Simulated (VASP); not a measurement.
# Cu (P2/m) in VASP: further runs, part 2 of 2

VASP 6.6.1. Earlier steps stand in the parts before.

## (3) Single point, PBEsol+D4

This run uses another cell than the first one, of 574.34 Å³/atom, 1.020 times its volume.

File INCAR:

```
PREC = Accurate
ENCUT = 520
EDIFF = 1E-7
ISMEAR = 0
SIGMA = 0.15
LREAL = F
LASPH = T
NELM = 100
ALGO = Normal
ISIF = 2
LWAVE = F
LCHARG = T
GGA = PS
IVDW = 13
LELF = T
LVHAR = T
NBANDS = 12
```

File KPOINTS:

```
Automatic mesh
0
Gamma
  3 13 2
```

File POSCAR:

```
Cu
1.0
   11.6468804318      0.0000000000      0.0000000000
    0.0000000000      2.2530350280      0.0000000000
   -4.6260594830      0.0000000000     21.8873881436
Cu
1
Direct
    0.5000000000      0.5000000000      0.5000000000
```

Potentials or basis: VASP PAW PBE potentials, release 64 (Cu).

The run is started by

```console
cat potpaw_PBE.64/Cu/POTCAR > POTCAR
mpirun -np 1 vasp_std > vasp.out
```

OUTCAR:

```text
PREC = Accurate
   ENCUT = 520
   EDIFF = 1E-7
   ISMEAR = 0
   LREAL = F
   LASPH = T
   NELM = 100
   ISIF = 2
   GGA = PS
   IVDW = 13

 ion  position               nearest neighbor table
   1  0.500  0.500  0.500-

  LATTYP: Found a simple monoclinic cell.
 ALAT       =    11.6468804318
 B/A-ratio  =     0.1934453643
 C/A-ratio  =     1.9207652137
 COS(beta)  =    -0.2067889433

  Lattice vectors:

 A1 = (  11.6468804318,   0.0000000000,   0.0000000000)
 A2 = (   0.0000000000,   2.2530350280,   0.0000000000)
 A3 = (  -4.6260594830,   0.0000000000,  21.8873881436)

Analysis of symmetry for initial positions (statically):
=====================================================================
 Subroutine PRICEL returns:
 Original cell was already a primitive cell.

 Routine SETGRP: Setting up the symmetry group for a
 simple monoclinic supercell.

 Subroutine GETGRP returns: Found  4 space group operations
 (whereof  4 operations were pure point group operations)
 out of a pool of  4 trial point group operations.

The static configuration has the point symmetry C_2h.

Analysis of symmetry for dynamics (positions and initial velocities):
=====================================================================
 Subroutine PRICEL returns:
 Original cell was already a primitive cell.

 Routine SETGRP: Setting up the symmetry group for a
 simple monoclinic supercell.

 Subroutine GETGRP returns: Found  4 space group operations
 (whereof  4 operations were pure point group operations)
 out of a pool of  4 trial point group operations.

The dynamic configuration has the point symmetry C_2h.

 Subroutine INISYM returns: Found  4 space group operations
 (whereof  4 operations are pure point group operations),
 and found     1 'primitive' translations

----------------------------------------------------------------------------------------

                                     Primitive cell

  volume of cell :     574.3432

  direct lattice vectors                    reciprocal lattice vectors
    11.646880432  0.000000000  0.000000000     0.085859901  0.000000000  0.018147118
     0.000000000  2.253035028  0.000000000     0.000000000  0.443845740  0.000000000
    -4.626059483  0.000000000 21.887388144     0.000000000  0.000000000  0.045688412

  length of vectors
    11.646880432  2.253035028 22.370922781     0.087756712  0.443845740  0.045688412

  position of ions in fractional coordinates (direct lattice)
     0.500000000  0.500000000  0.500000000

  ion indices of the primitive-cell ions
   primitive index   ion index
                 1           1

----------------------------------------------------------------------------------------

 KPOINTS: Automatic mesh

Automatic generation of k-mesh.
 Grid dimensions read from file:
 generate k-points for:    3   13    2

 Generating k-lattice:

  Cartesian coordinates                     Fractional coordinates (reciprocal lattice)
     0.028619967  0.000000000  0.006049039     0.333333333  0.000000000  0.000000000
     0.000000000  0.034141980  0.000000000     0.000000000  0.076923077  0.000000000
     0.000000000  0.000000000  0.022844206     0.000000000  0.000000000  0.500000000

  Length of vectors
     0.029252237  0.034141980  0.022844206

  Shift w.r.t. Gamma in fractional coordinates (k-lattice)
     0.000000000  0.000000000  0.000000000

 Subroutine IBZKPT returns following result:
 ===========================================

 Found     28 irreducible k-points:

 Following reciprocal coordinates:
            Coordinates               Weight
  0.000000  0.000000  0.000000      1.000000
  0.333333  0.000000  0.000000      2.000000
  0.000000  0.076923  0.000000      2.000000
  0.333333  0.076923  0.000000      4.000000
  0.000000  0.153846  0.000000      2.000000
  0.333333  0.153846  0.000000      4.000000
[... 16 lines left out ...]
  0.000000  0.307692  0.500000      2.000000
  0.333333  0.307692  0.500000      4.000000
 [... further k-points ...]
   k-points           NKPTS =     28   k-points in BZ     NKDIM =     28   number of bands    NBANDS=     12
   number of dos      NEDOS =    301   number of ions     NIONS =      1
   total plane-waves  NPLWV = 272160
   dimension x,y,z NGX =    90 NGY =   18 NGZ =  168
   dimension x,y,z NGXF=   180 NGYF=   36 NGZF=  336
   ions per type =               1
   NGX,Y,Z   is equivalent  to a cutoff of  12.85, 13.28, 12.48 a.u.
   NGXF,Y,Z  is equivalent  to a cutoff of  25.69, 26.56, 24.97 a.u.
 SYSTEM =  unknown system
   PREC   = accura    normal or accurate (medium, high low for compatibility)
   ISTART =      0    job   : 0-new  1-cont  2-samecut
   ICHARG =      2    charge: 1-file 2-atom 10-const
   ISPIN  =      1    spin polarized calculation?
   LNONCOLLINEAR =      F non collinear calculations
   LSORBIT =      F    spin-orbit coupling
   LASPH  =      T    aspherical Exc in radial PAW
   ENCUT  =  520.0 eV  38.22 Ry    6.18 a.u.  21.66  4.19 41.60*2*pi/ulx,y,z
   NELM   =    100;   NELMIN=  2; NELMDL= -5     # of ELM steps
   EDIFF  = 0.1E-06   stopping-criterion for ELM
   LREAL  =      F    real-space projection
   EDIFFG = 0.1E-05   stopping-criterion for IOM
   NSW    =      0    number of steps for IOM
   IBRION =     -1    ionic relax: 0-MD 1-quasi-New 2-CG
   NFREE  =      0    steps in history (QN), initial steepest desc. (CG)
   ISIF   =      2    stress and relaxation
   ISYM   =      2    0-nonsym 1-usesym 2-fastsym
   POTIM  = 0.5000    time-step for ionic-motion
   TEBEG  =    0.0;   TEEND  =   0.0 temperature during run
   PSTRESS=    0.0 pullay stress
   NELECT =      11.0000    total number of electrons
   NUPDOWN=      -1.0000    fix difference up-down
   EMIN   =  10.00;   EMAX   =-10.00  energy-range for DOS
   EFERMI =   0.00;   METHOD = LEGACY
   ISMEAR =     0;   SIGMA  =   0.15  broadening in eV -4-tet -1-fermi 0-gaus
   EFERMI_NEDOS =   21; number of points for ismear=-14 and -15
   IALGO  =     38    algorithm
   IMIX   =      4    mixing-type and parameters
     AMIX     =   0.40;   BMIX     =  1.00
     AMIX_MAG =   1.60;   BMIX_MAG =  1.00
  volume/ion in A,a.u.               =     574.34      3875.86
  Fermi-wavevector in a.u.,A,eV,Ry     =   0.438008  0.827715  2.610290  0.191851
  Thomas-Fermi vector in A             =   1.411220
   LORBIT       =      0    0 simple, 1 ext, 2 COOP (PROOUT), +10 PAW based schemes
   GGA     = PS    functional components
   LHFCALC =     F    Hartree Fock is set to
   AEXX    =    0.0000 exact exchange contribution
   IVDW    =    13    specifies the selected vdW correction
   LEPSILON=     F    determine dielectric tensor
   LRPA    =     F    only Hartree local field effects (RPA)
 non-spin polarized calculation
 Gauss-broadening in eV      SIGMA  =   0.15
  energy-cutoff  :      520.00
  volume of cell :      574.34
 maximum number of plane-waves:     15556
 NGX is ok and might be reduce to    90
   NGX = 43   NGY =  9   NGZ = 83

 number of electron      10.9999999 magnetization

 Free energy of the ion-electron system (eV)
  ---------------------------------------------------
  ext. energy  EPLUGINS =         0.00000000
  ---------------------------------------------------
  free energy    TOTEN  =        -1.95855639 eV

  energy without entropy =       -1.94510187  energy(sigma->0) =       -1.95182913

 E-fermi :  -5.0387     XC(G=0):  -0.7274

 val. band max:       -5.1331992645   @ k =   0.0000   0.0000   0.0000
 cond. band min:      -4.4949366646   @ k =   0.0000   0.3077   0.0000
 fundamental gap:      0.6382625999
 Fermi energy:        -5.0387061570

 k-point     1 :       0.0000    0.0000    0.0000
  band No.  band energies     occupation
      1      -8.5721      2.00000
      2      -6.1948      2.00000
      3      -5.9863      2.00000
      4      -5.9863      2.00000
      5      -5.1332      1.62704
      6      -5.1332      1.62701
      7      -2.1093      0.00000
      8      -2.1028      0.00000
      9       0.0294      0.00000
     10       0.4391      0.00000
     11       0.5097      0.00000
     12       0.9631      0.00000
[... 331 lines left out ...]
 k-point    24 :       0.3333    0.3077    0.5000
  band No.  band energies     occupation
      1      -6.4794      2.00000
      2      -6.4794      2.00000
      3      -5.9351      2.00000
      4      -5.7067      2.00000
      5      -5.7067      2.00000
      6      -4.4949      0.00000
      7       1.1598      0.00000
      8       1.1663      0.00000
      9       2.9817      0.00000
     10       3.2325      0.00000
     11       3.4783      0.00000
     12       3.5622      0.00000

 [... further k-points ...]

------------------------ aborting loop because EDIFF is reached ----------------------------------------

  DFT-D4 for vdW energy calculation

  Edisp (eV):   -0.01861

  FORCE on cell =-STRESS in cart. coord.  units (eV):
  Direction    XX          YY          ZZ          XY          YZ          ZX
  --------------------------------------------------------------------------------------
  -------------------------------------------------------------------------------------
  Total      -0.01020     0.02375    -0.00609     0.00000     0.00000    -0.00056
  in kB      -0.02845     0.06625    -0.01699     0.00000     0.00000    -0.00156
  external pressure =        0.01 kB  Pullay stress =        0.00 kB

 VOLUME and BASIS-vectors are now :
 -----------------------------------------------------------------------------
  energy-cutoff  :      520.00
  volume of cell :      574.34
      direct lattice vectors                 reciprocal lattice vectors
    11.646880432  0.000000000  0.000000000     0.085859901  0.000000000  0.018147118
     0.000000000  2.253035028  0.000000000     0.000000000  0.443845740  0.000000000
    -4.626059483  0.000000000 21.887388144     0.000000000  0.000000000  0.045688412

 POSITION                                       TOTAL-FORCE (eV/Angst)
 -----------------------------------------------------------------------------------
      3.51041      1.12652     10.94369         0.000000      0.000000      0.000000
 -----------------------------------------------------------------------------------
    total drift:                                0.000000     -0.000000     -0.000000

  FREE ENERGIE OF THE ION-ELECTRON SYSTEM (eV)
  ---------------------------------------------------
  free  energy   TOTEN  =        -1.9771628995 eV

  energy  without entropy=       -1.9637083862  energy(sigma->0) =       -1.97043564
```

OSZICAR:

```text
N       E                     dE             d eps       ncg     rms          rms(c)
DAV:   1     0.650597660422E+02    0.65060E+02   -0.28488E+03   672   0.550E+02
DAV:   2     0.649562968369E+00   -0.64410E+02   -0.47215E+02   832   0.127E+02
DAV:   3    -0.210732581500E+01   -0.27569E+01   -0.26356E+01   988   0.272E+01
[... 14 lines left out ...]
DAV:  18    -0.195855369746E+01   -0.84540E-05   -0.34410E-07   776   0.190E-03    0.211E-04
DAV:  19    -0.195855570773E+01   -0.20103E-05   -0.82005E-08   796   0.915E-04    0.161E-04
DAV:  20    -0.195855620673E+01   -0.49900E-06   -0.18747E-08   824   0.142E-03    0.632E-05
DAV:  21    -0.195855633165E+01   -0.12492E-06   -0.10605E-09   820   0.218E-04    0.843E-05
DAV:  22    -0.195855638759E+01   -0.55940E-07   -0.18225E-09   788   0.682E-04
   1 F= -.19771629E+01 E0= -.19704356E+01  d E =-.134545E-01
```

stdout:

```text
POSCAR found type information on POSCAR Cu
 POSCAR found :  1 types and       1 ions
 scaLAPACK will be used
 -----------------------------------------------------------------------------
|                                                                             |
|                                                                             |
|     You enforced a specific xc type in the INCAR file but a different       |
|     I HOPE YOU KNOW WHAT YOU ARE DOING!                                     |
|                                                                             |
 -----------------------------------------------------------------------------

 LDA part: xc-table for (Slater+PW92), standard interpolation
 POSCAR, INCAR and KPOINTS ok, starting setup
 FFT: planning ... GRIDC
 FFT: planning ... GRID_SOFT
 FFT: planning ... GRID
 WAVECAR not read
 entering main loop
```

Wall time 2.3 min (1 thread of Intel Xeon 6975P-C (Granite Rapids), shared host); peak memory 0.67 GiB.

Results:

| Item | Value |
| --- | --- |
| Free energy | -1.9772 eV |
| Pressure | 0.0 GPa |
| Dispersion energy per atom | -0.019 eV |

Caveat: the PAW data sets were made with another functional, which shifts forces and pressure a little; pairwise dispersion overbinds metals, which lowers pressure and volume.

## (4) Single point, PBEsol+D4

This run uses another cell than the first one, of 585.60 Å³/atom, 1.040 times its volume.

File INCAR:

```
PREC     = Accurate       # precision mode
ENCUT    = 520            # plane-wave cutoff, eV
EDIFF    = 1E-6           # SCF threshold, eV
ISMEAR   = 0              # smearing method
SIGMA    = 0.15           # smearing width, eV
LREAL    = False          # projectors in reciprocal space
LASPH    = True           # aspherical terms in the spheres
NELM     = 100            # most SCF steps
ALGO     = Normal         # electronic algorithm
ISIF     = 2              # what is computed and relaxed
LWAVE    = False          # write WAVECAR
LCHARG   = False          # write CHGCAR
GGA      = PS             # functional
IVDW     = 13             # dispersion correction
NBANDS   = 12             # bands
```

File KPOINTS:

```
regular mesh
0
Gamma
  3 13 2
```

File POSCAR:

```
Cu
1.0
   11.7225116447      0.0000000000      0.0000000000
    0.0000000000      2.2676655355      0.0000000000
   -4.6560996720      0.0000000000     22.0295180231
Cu
1
Direct
    0.5000000000      0.5000000000      0.5000000000
```

The run is started by

```console
cat potpaw_PBE.64/Cu/POTCAR > POTCAR
mpirun -np 1 vasp_std > vasp.out
```

It took 2.8 min on 1 thread of Intel Xeon 6975P-C (Granite Rapids), shared host; peak memory 0.66 GiB.

The run converged. Its results:

```yaml
Free_energy: -1.9767 eV
Pressure: 0.0 GPa
Dispersion_energy_per_atom: -0.018 eV
```

Levels at points of the mesh, in eV from the Fermi level:
```
           k point  band 4  band 5  band 6  band 7  band 8  band 9
(0.00, 0.00, 0.00)   -0.92   -0.10   -0.10    2.95    2.96    5.07
(0.00, 0.00, 0.50)   -0.92   -0.10   -0.10    2.95    2.96    5.10
```

Caveat: the PAW data sets were made with another functional, which shifts forces and pressure a little; pairwise dispersion overbinds metals, which lowers pressure and volume.

## (5) Single point, PBEsol+D4

This run uses another cell than the first one, of 596.87 Å³/atom, 1.060 times its volume.

File INCAR:

```
SYSTEM = Cu
PREC = Accurate
ENCUT = 520
EDIFF = 1E-7
ISMEAR = 0
SIGMA = 0.15
LREAL = .False.
LASPH = .True.
NELM = 100
ALGO = Normal
ISIF = 2
LWAVE = .False.
LCHARG = .False.
GGA = PS
IVDW = 13
NBANDS = 12
```

File KPOINTS:

```
regular mesh
0
Gamma
  3 13 2
  0 0 0
```

File POSCAR:

```
Cu
1.0
   11.7971793371      0.0000000000      0.0000000000
    0.0000000000      2.2821096545      0.0000000000
   -4.6857571574      0.0000000000     22.1698372077
Cu
1
Direct
    0.5000000000      0.5000000000      0.5000000000
```

The run is started by

```console
cat potpaw_PBE.64/Cu/POTCAR > POTCAR
mpirun -np 1 vasp_std > vasp.out
```

Run time: 3 min. Hardware: 1 thread of Intel Xeon 6975P-C (Granite Rapids), shared host; peak memory 0.7 GiB.

It converged, with:

| Item | Value |
| --- | --- |
| Free energy | -1.9749 eV |
| Pressure | 0.0 GPa |
| Dispersion energy per atom | -0.018 eV |

Stress tensor (GPa, compression positive):
```
 0.00  0.00  0.00
 0.00 -0.10  0.00
 0.00  0.00  0.00
```

Levels at points of the mesh, in eV from the Fermi level:
| k point | band 4 | band 5 | band 6 | band 7 | band 8 | band 9 |
| --- | --- | --- | --- | --- | --- | --- |
| (0.00, 0.00, 0.00) | -0.90 | -0.10 | -0.10 | 2.97 | 2.98 | 5.08 |
| (0.00, 0.00, 0.50) | -0.90 | -0.10 | -0.10 | 2.97 | 2.98 | 5.10 |

Caveat: the PAW data sets were made with another functional, which shifts forces and pressure a little; pairwise dispersion overbinds metals, which lowers pressure and volume.

## (6) The runs side by side

```tsv
cell	gap on the mesh (eV)	pressure (GPa)
a = 11.570, b = 2.238, c = 22.224 Å, angles 90.0, 101.9, 90.0°, 1 atom	none	0.0
a = 11.647, b = 2.253, c = 22.371 Å, angles 90.0, 101.9, 90.0°, 1 atom	none	0.0
a = 11.723, b = 2.268, c = 22.516 Å, angles 90.0, 101.9, 90.0°, 1 atom	none	0.0
a = 11.797, b = 2.282, c = 22.660 Å, angles 90.0, 101.9, 90.0°, 1 atom	none	0.0
```

Alike in all rows: task single point; level PBEsol+D4; potentials or basis VASP PAW PBE potentials, release 64 (Cu); no spin polarisation; k mesh 3 × 13 × 2; cutoff (eV) 520; smearing gaussian 0.15 eV.

Caveats: the PAW data sets were made with another functional, which shifts forces and pressure a little; pairwise dispersion overbinds metals, which lowers pressure and volume.

Absolute energies hang on the potentials; compare differences alone.
